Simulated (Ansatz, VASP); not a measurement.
**One calculation of CoSi3, two programs**

Contents of INCAR:

```
SYSTEM = CoSi3
ALGO = Normal
EDIFF = 1E-6
ENCUT = 520
GGA = PE
ISIF = 2
ISMEAR = 0
ISPIN = 2
LASPH = .True.
LCHARG = .True.
LELF = .True.
LMAXMIX = 4
LORBIT = 11
LREAL = .False.
LVHAR = .True.
LWAVE = .False.
MAGMOM = 0 0 0 3.5
NBANDS = 22
NELM = 150
PREC = Accurate
SIGMA = 0.1
```

KPOINTS

```
k-points
0
Gamma
  12 12 12
  0 0 0
```

The input POSCAR:

```
CoSi3
1.0
    4.0240933407      0.0000000000      0.0000000000
    0.0000000000      4.0240933407      0.0000000000
    0.0000000000      0.0000000000      4.0240933407
Si Co
3 1
Direct
    0.0000000000      0.5000000000      0.5000000000
    0.5000000000      0.0000000000      0.5000000000
    0.5000000000      0.5000000000      0.0000000000
    0.0000000000      0.0000000000      0.0000000000
```

Input for Ansatz:

```yaml
crystal:
  lattice:
    - [4.0240933407, 0.0, 0.0]
    - [0.0, 4.0240933407, 0.0]
    - [0.0, 0.0, 4.0240933407]
  atoms:
    - { symbol: Si, position: [0.0, 0.5, 0.5] }
    - { symbol: Si, position: [0.5, 0.0, 0.5] }
    - { symbol: Si, position: [0.5, 0.5, 0.0] }
    - { symbol: Co, position: [0.0, 0.0, 0.0], spin: 3.5 }
basis:
  ecutwfc: 420
kpoints:
  mp_grid: { grid: [12, 12, 12] }
hamiltonian:
  xc: pbe
scf:
  occupations: { method: gaussian, width: 0.1 }
  lower_state_search: "off"
output:
  forces: true
  stress: true
  eigenvalues: true
  populations: true
magnetization:
  spin_polarized: true
```

Alike in both runs: task single point; functional PBE; k mesh 12 × 12 × 12; occupations gaussian, width 0.1 eV; collinear spin.

|  | VASP | Ansatz |
| --- | --- | --- |
| version | VASP 6.6.1 | Ansatz 0.2.0 |
| potentials or method | VASP PAW PBE potentials, release 64 (Si, Co), cutoff 520 eV | scalar-relativistic, plane waves, PAW |
| valence electrons in the cell | 21 | 29 |

```csv
,VASP,Ansatz,Ansatz less VASP
gap on the k mesh at the Fermi level (eV),none,none,-
pressure (GPa),-17.4,-17.4,-0.01
net moment per atom (μB),0.26,0.27,+0.005
size of the moment on the site where the two differ most (μB),1.10,1.14,+0.035
```

Site moments also hang on the region over which each program counts them. A gap of «none» marks a metal or a gap that the smearing closes. With one functional, cell and mesh, what is left measures potentials, basis and numerics. VASP's potentials hold 21 valence electrons a cell and Ansatz's 29, so a difference there can come from the potentials and not from the codes.
